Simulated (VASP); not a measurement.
Wanted: the native input for a VASP 6.6.1 run.

| Item | Value |
| --- | --- |
| Task | single point |
| Functional | PBE |
| Potentials or basis | VASP PAW PBE potentials, release 64 (Al) |
| Cutoff | 520 eV |
| k mesh | 18 × 18 × 14 |
| Occupations | gaussian, width 0.1 eV |
| Spin | no spin polarisation |
| Dipole correction | no |
| Further INCAR settings | ALGO = Normal; EDIFF = 1e-06; NBANDS = 10 |

The structure of Al lies in POSCAR:

```
Al
1.0
    2.0283884999      2.0283884999      0.0000000000
   -2.0283884999      2.0283884999      0.0000000000
    0.0000000000      0.0000000000      3.9809966076
Al
2
Direct
    0.0000000000      0.0000000000      0.0000000000
    0.5000000000      0.5000000000      0.5000000000
```

This cell differs from its parent crystal: uniaxial strain along c: -1.5 %.

These files were run (other wordings do the same):

INCAR

```
SYSTEM = Al
ALGO = Normal
EDIFF = 1E-6
ENCUT = 520
GGA = PE
ISIF = 2
ISMEAR = 0
LASPH = .TRUE.
LCHARG = .FALSE.
LREAL = .FALSE.
LWAVE = .FALSE.
NBANDS = 10
NELM = 60
PREC = Accurate
SIGMA = 0.1
```

KPOINTS

```
k-points
0
G
  18 18 14
  0 0 0
```

Potentials or basis: VASP PAW PBE potentials, release 64 (Al).

The run is started by

```console
$ cat potpaw_PBE.64/Al/POTCAR > POTCAR
$ mpirun -np 1 vasp_std > vasp.out
```

Results of the run:

| Property | Result |
| --- | --- |
| Pressure | 0.5 GPa |
| Band gap on the k mesh | zero (band 3 reaches 15.46 eV, above the bottom of band 4 at 3.69 eV) |

Caveat: the cell differs from its parent crystal (uniaxial strain along c: -1.5 %).

Wall time 29 s on 1 thread of Intel(R) Xeon(R) 6975P-C (Granite Rapids), on a shared host, peak memory 0.23 GiB.
